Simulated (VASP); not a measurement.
# MoSe (Fm-3m) in VASP: further runs

Runs on MoSe. Level: PBE. Tasks: single point.

All numbers are computed with VASP 6.6.1; they aren't measurements. Logs are shortened: lines on timing, memory, paths and dates and some standing lists are left out, and cuts for length are marked.

### 1 The cell of the first run

The structure is cubic, space group Fm-3m (No. 225). Conventional cell: a = 5.098 Å, b = 5.098 Å, c = 5.098 Å, α = 90.00°, β = 90.00°, γ = 90.00°. Mo (site symmetry m-3m) has 6 Se at 2.55 Å within 3.4 Å. Se (site symmetry m-3m) has 6 Mo at 2.55 Å within 3.4 Å.

### 2 Single point, PBE, collinear spin, ferromagnetic start

File INCAR:

```
PREC = Accurate ; ENCUT = 500
EDIFF = 1E-6 ; ISMEAR = 0
SIGMA = 0.1 ; LREAL = False
LASPH = True ; NELM = 200
ALGO = Normal ; ISIF = 2
LWAVE = False ; LCHARG = False
ISPIN = 2 ; MAGMOM = 2 0
LORBIT = 11 ; LMAXMIX = 4
GGA = PE ; NBANDS = 21
GGA_COMPAT = False
```

File KPOINTS:

```
regular mesh
0
Gamma
  6 6 6
```

File POSCAR:

```
MoSe
1.0
    0.0000000000      2.5490353640      2.5490353640
    2.5490353640      0.0000000000      2.5490353640
    2.5490353640      2.5490353640      0.0000000000
Mo Se
1 1
Direct
    0.0000000000      0.0000000000      0.0000000000
    0.5000000000      0.5000000000      0.5000000000
```

Potentials or basis: VASP PAW PBE potentials, release 64 (Mo_sv, Se).

Started as:

```bash
cat potpaw_PBE.64/Mo_sv/POTCAR potpaw_PBE.64/Se/POTCAR > POTCAR
mpirun -np 1 vasp_std > vasp.out
```

OUTCAR:

```text
PREC = Accurate
   ENCUT = 500
   EDIFF = 1E-6
   ISMEAR = 0
   LREAL = False
   LASPH = True
   NELM = 200
   ISIF = 2
   ISPIN = 2
   LORBIT = 11
   GGA = PE

 ion  position               nearest neighbor table
   1  0.000  0.000  0.000-   2 2.55   2 2.55   2 2.55   2 2.55   2 2.55   2 2.55
   2  0.500  0.500  0.500-   1 2.55   1 2.55   1 2.55   1 2.55   1 2.55   1 2.55

  LATTYP: Found a face centered cubic cell.
 ALAT       =     5.0980707280

  Lattice vectors:

 A1 = (   0.0000000000,   2.5490353640,   2.5490353640)
 A2 = (   2.5490353640,   0.0000000000,   2.5490353640)
 A3 = (   2.5490353640,   2.5490353640,   0.0000000000)

Analysis of symmetry for initial positions (statically):
=====================================================================
 Subroutine PRICEL returns:
 Original cell was already a primitive cell.

 Routine SETGRP: Setting up the symmetry group for a
 face centered cubic supercell.

 Subroutine GETGRP returns: Found 48 space group operations
 (whereof 48 operations were pure point group operations)
 out of a pool of 48 trial point group operations.

The static configuration has the point symmetry O_h .

Analysis of symmetry for dynamics (positions and initial velocities):
=====================================================================
 Subroutine PRICEL returns:
 Original cell was already a primitive cell.

 Routine SETGRP: Setting up the symmetry group for a
 face centered cubic supercell.

 Subroutine GETGRP returns: Found 48 space group operations
 (whereof 48 operations were pure point group operations)
 out of a pool of 48 trial point group operations.

The dynamic configuration has the point symmetry O_h .

Analysis of structural, dynamic, and magnetic symmetry:
=====================================================================
 Subroutine PRICEL returns:
 Original cell was already a primitive cell.

 Routine SETGRP: Setting up the symmetry group for a
 face centered cubic supercell.

 Subroutine GETGRP returns: Found 48 space group operations
 (whereof 48 operations were pure point group operations)
 out of a pool of 48 trial point group operations.

The overall configuration has the point symmetry O_h .

 Subroutine INISYM returns: Found 48 space group operations
 (whereof 48 operations are pure point group operations),
 and found     1 'primitive' translations

----------------------------------------------------------------------------------------

                                     Primitive cell

  volume of cell :      33.1251

  direct lattice vectors                    reciprocal lattice vectors
     0.000000000  2.549035364  2.549035364    -0.196152634  0.196152634  0.196152634
     2.549035364  0.000000000  2.549035364     0.196152634 -0.196152634  0.196152634
     2.549035364  2.549035364  0.000000000     0.196152634  0.196152634 -0.196152634

  length of vectors
     3.604880383  3.604880383  3.604880383     0.339746328  0.339746328  0.339746328

  position of ions in fractional coordinates (direct lattice)
     0.000000000  0.000000000  0.000000000
     0.500000000  0.500000000  0.500000000

  ion indices of the primitive-cell ions
   primitive index   ion index
                 1           1
                 2           2

----------------------------------------------------------------------------------------

 KPOINTS: regular mesh

Automatic generation of k-mesh.
 Grid dimensions read from file:
 generate k-points for:    6    6    6

 Generating k-lattice:

  Cartesian coordinates                     Fractional coordinates (reciprocal lattice)
    -0.032692106  0.032692106  0.032692106     0.166666667  0.000000000  0.000000000
     0.032692106 -0.032692106  0.032692106     0.000000000  0.166666667  0.000000000
     0.032692106  0.032692106 -0.032692106     0.000000000  0.000000000  0.166666667

  Length of vectors
     0.056624388  0.056624388  0.056624388

  Shift w.r.t. Gamma in fractional coordinates (k-lattice)
     0.000000000  0.000000000  0.000000000

 Subroutine IBZKPT returns following result:
 ===========================================

 Found     16 irreducible k-points:

 Following reciprocal coordinates:
            Coordinates               Weight
  0.000000  0.000000  0.000000      1.000000
  0.166667  0.000000  0.000000      8.000000
  0.333333  0.000000  0.000000      8.000000
  0.500000  0.000000  0.000000      4.000000
  0.166667  0.166667  0.000000      6.000000
  0.333333  0.166667  0.000000     24.000000
[... 8 lines left out ...]
 -0.333333  0.333333  0.166667     24.000000
 -0.333333  0.500000  0.166667     12.000000
   k-points           NKPTS =     16   k-points in BZ     NKDIM =     16   number of bands    NBANDS=     21
   number of dos      NEDOS =    301   number of ions     NIONS =      2
   total plane-waves  NPLWV =  21952
   dimension x,y,z NGX =    28 NGY =   28 NGZ =   28
   dimension x,y,z NGXF=    56 NGYF=   56 NGZF=   56
   ions per type =               1   1
   NGX,Y,Z   is equivalent  to a cutoff of  12.91, 12.91, 12.91 a.u.
   NGXF,Y,Z  is equivalent  to a cutoff of  25.83, 25.83, 25.83 a.u.
 SYSTEM =  unknown system
   PREC   = accura    normal or accurate (medium, high low for compatibility)
   ISTART =      0    job   : 0-new  1-cont  2-samecut
   ICHARG =      2    charge: 1-file 2-atom 10-const
   ISPIN  =      2    spin polarized calculation?
   LNONCOLLINEAR =      F non collinear calculations
   LSORBIT =      F    spin-orbit coupling
   LASPH  =      T    aspherical Exc in radial PAW
   ENCUT  =  500.0 eV  36.75 Ry    6.06 a.u.   6.57  6.57  6.57*2*pi/ulx,y,z
   NELM   =    200;   NELMIN=  2; NELMDL= -5     # of ELM steps
   EDIFF  = 0.1E-05   stopping-criterion for ELM
   LREAL  =      F    real-space projection
   EDIFFG = 0.1E-04   stopping-criterion for IOM
   NSW    =      0    number of steps for IOM
   IBRION =     -1    ionic relax: 0-MD 1-quasi-New 2-CG
   NFREE  =      0    steps in history (QN), initial steepest desc. (CG)
   ISIF   =      2    stress and relaxation
   ISYM   =      2    0-nonsym 1-usesym 2-fastsym
   POTIM  = 0.5000    time-step for ionic-motion
   TEBEG  =    0.0;   TEEND  =   0.0 temperature during run
   PSTRESS=    0.0 pullay stress
   NELECT =      20.0000    total number of electrons
   NUPDOWN=      -1.0000    fix difference up-down
   EMIN   =  10.00;   EMAX   =-10.00  energy-range for DOS
   EFERMI =   0.00;   METHOD = LEGACY
   ISMEAR =     0;   SIGMA  =   0.10  broadening in eV -4-tet -1-fermi 0-gaus
   EFERMI_NEDOS =   21; number of points for ismear=-14 and -15
   IALGO  =     38    algorithm
   IMIX   =      4    mixing-type and parameters
     AMIX     =   0.40;   BMIX     =  1.00
     AMIX_MAG =   1.60;   BMIX_MAG =  1.00
  volume/ion in A,a.u.               =      16.56       111.77
  Fermi-wavevector in a.u.,A,eV,Ry     =   1.383669  2.614756 26.048908  1.914541
  Thomas-Fermi vector in A             =   2.508246
   LORBIT       =     11    0 simple, 1 ext, 2 COOP (PROOUT), +10 PAW based schemes
   GGA     = PE    functional components
   LHFCALC =     F    Hartree Fock is set to
   AEXX    =    0.0000 exact exchange contribution
   IVDW    =     0    specifies the selected vdW correction
   LEPSILON=     F    determine dielectric tensor
   LRPA    =     F    only Hartree local field effects (RPA)
 spin polarized calculation
 Gauss-broadening in eV      SIGMA  =   0.10
  energy-cutoff  :      500.00
  volume of cell :       33.13
 maximum number of plane-waves:       869
 NGX is ok and might be reduce to    28
   NGX = 13   NGY = 13   NGZ = 13

 number of electron      19.9999999 magnetization       0.3109709

 Free energy of the ion-electron system (eV)
  ---------------------------------------------------
  ext. energy  EPLUGINS =         0.00000000
  ---------------------------------------------------
  free energy    TOTEN  =       -13.19589985 eV

  energy without entropy =      -13.18004337  energy(sigma->0) =      -13.18797161

 E-fermi :  10.6528     XC(G=0): -12.1451

 val. band max:       10.6489482247   @ k =   0.5000   0.3333   0.1667
 cond. band min:      10.6868281620   @ k =   0.3333   0.1667   0.0000
 fundamental gap:      0.0378799374
 Fermi energy:        10.6527584140

 spin component 1

 k-point     1 :       0.0000    0.0000    0.0000
  band No.  band energies     occupation
      1     -50.7508      1.00000
      2     -24.8831      1.00000
      3     -24.8831      1.00000
      4     -24.8831      1.00000
      5      -5.8144      1.00000
      6       8.2961      1.00000
[... 13 lines left out ...]
     20      26.2959      0.00000
     21      26.2959      0.00000

 k-point     2 :       0.1667    0.0000    0.0000
  band No.  band energies     occupation
      1     -50.7479      1.00000
      2     -24.9246      1.00000
      3     -24.8863      1.00000
      4     -24.8863      1.00000
      5      -5.4403      1.00000
      6       5.8463      1.00000
[... 13 lines left out ...]
     20      24.9837      0.00000
     21      27.6945      0.00000

 k-point     3 :       0.3333    0.0000    0.0000
  band No.  band energies     occupation
      1     -50.7421      1.00000
      2     -25.0066      1.00000
      3     -24.8928      1.00000
      4     -24.8928      1.00000
      5      -4.5391      1.00000
      6       3.3178      1.00000
[... 13 lines left out ...]
     20      24.2076      0.00000
     21      29.7164      0.00000
[... 265 lines left out ...]
 k-point    15 :      -0.3333    0.3333    0.1667
  band No.  band energies     occupation
      1     -50.7362      1.00000
      2     -25.0034      1.00000
      3     -24.9577      1.00000
      4     -24.9215      1.00000
      5      -4.1474      1.00000
      6       3.4621      1.00000
[... 13 lines left out ...]
     20      27.8451      0.00000
     21      29.4682      0.00000

 k-point    16 :      -0.3333    0.5000    0.1667
  band No.  band energies     occupation
      1     -50.7351      1.00000
      2     -24.9981      1.00000
      3     -24.9581      1.00000
      4     -24.9401      1.00000
      5      -4.2918      1.00000
      6       4.2077      1.00000
[... 13 lines left out ...]
     20      25.4796      0.00000
     21      29.1215      0.00000
 Fermi energy:        10.6527584140

 spin component 2

 k-point     1 :       0.0000    0.0000    0.0000
  band No.  band energies     occupation
      1     -50.5569      1.00000
      2     -24.6700      1.00000
      3     -24.6700      1.00000
      4     -24.6700      1.00000
      5      -5.8051      1.00000
      6       8.3226      1.00000
[... 13 lines left out ...]
     20      26.4260      0.00000
     21      26.4260      0.00000

 k-point     2 :       0.1667    0.0000    0.0000
  band No.  band energies     occupation
      1     -50.5540      1.00000
      2     -24.7121      1.00000
      3     -24.6733      1.00000
      4     -24.6733      1.00000
      5      -5.4322      1.00000
      6       5.9025      1.00000
[... 13 lines left out ...]
     20      25.0703      0.00000
     21      27.7963      0.00000

 k-point     3 :       0.3333    0.0000    0.0000
  band No.  band energies     occupation
      1     -50.5481      1.00000
      2     -24.7949      1.00000
      3     -24.6798      1.00000
      4     -24.6798      1.00000
      5      -4.5354      1.00000
      6       3.3673      1.00000
[... 13 lines left out ...]
     20      24.2693      0.00000
     21      29.7850      0.00000
[... 265 lines left out ...]
 k-point    15 :      -0.3333    0.3333    0.1667
  band No.  band energies     occupation
      1     -50.5422      1.00000
      2     -24.7916      1.00000
      3     -24.7452      1.00000
      4     -24.7087      1.00000
      5      -4.1427      1.00000
      6       3.5088      1.00000
[... 13 lines left out ...]
     20      27.8982      0.00000
     21      29.5449      0.00000

 k-point    16 :      -0.3333    0.5000    0.1667
  band No.  band energies     occupation
      1     -50.5411      1.00000
      2     -24.7860      1.00000
      3     -24.7456      1.00000
      4     -24.7276      1.00000
      5      -4.2846      1.00000
      6       4.2354      1.00000
[... 13 lines left out ...]
     20      25.4763      0.00000
     21      29.1875      0.00000

------------------------ aborting loop because EDIFF is reached ----------------------------------------

  FORCE on cell =-STRESS in cart. coord.  units (eV):
  Direction    XX          YY          ZZ          XY          YZ          ZX
  --------------------------------------------------------------------------------------
  -------------------------------------------------------------------------------------
  Total        2.5592258      2.5592258      2.5592258      0.0000000      0.0000000     -0.0000000
  in kB      123.7831737    123.7831737    123.7831737      0.0000000      0.0000000     -0.0000000
  external PRESSURE =     123.7831737 kB  Pullay stress =       0.0000000 kB

 VOLUME and BASIS-vectors are now :
 -----------------------------------------------------------------------------
  energy-cutoff  :      500.00
  volume of cell :       33.13
      direct lattice vectors                 reciprocal lattice vectors
     0.000000000  2.549035364  2.549035364    -0.196152634  0.196152634  0.196152634
     2.549035364  0.000000000  2.549035364     0.196152634 -0.196152634  0.196152634
     2.549035364  2.549035364  0.000000000     0.196152634  0.196152634 -0.196152634

 POSITION                                       TOTAL-FORCE (eV/Angst)
 -----------------------------------------------------------------------------------
      0.00000      0.00000      0.00000         0.000000     -0.000000     -0.000000
      2.54904      2.54904      2.54904        -0.000000      0.000000      0.000000
 -----------------------------------------------------------------------------------
    total drift:                               -0.000000      0.000000      0.000000

  FREE ENERGIE OF THE ION-ELECTRON SYSTEM (eV)
  ---------------------------------------------------
  free  energy   TOTEN  =       -13.1958998510 eV

  energy  without entropy=      -13.1800433659  energy(sigma->0) =      -13.18797161

 total charge

# of ion       s       p       d       tot
------------------------------------------
    1        2.217   6.113   4.156  12.486
    2        1.429   2.441   0.143   4.013
--------------------------------------------------
tot          3.645   8.554   4.299  16.499

 magnetization (x)

# of ion       s       p       d       tot
------------------------------------------
    1        0.003   0.002   0.291   0.296
    2        0.000  -0.008   0.003  -0.006
--------------------------------------------------
tot          0.003  -0.006   0.293   0.291
```

It took 30 s on 1 thread of Intel Xeon Platinum 8488C (Sapphire Rapids), shared host; peak memory 0.17 GiB.

Results:

| Property | Result |
| --- | --- |
| Free energy | -13.1959 eV |
| Pressure | 12.4 GPa |
| Net moment | 0.31 μB per cell |
| Site moments | Mo +0.30; Se -0.01 μB |
| Valence electrons inside the program's atomic spheres | Mo 12.49; Se 4.01 |

(Part 1 of 2 ends here.)
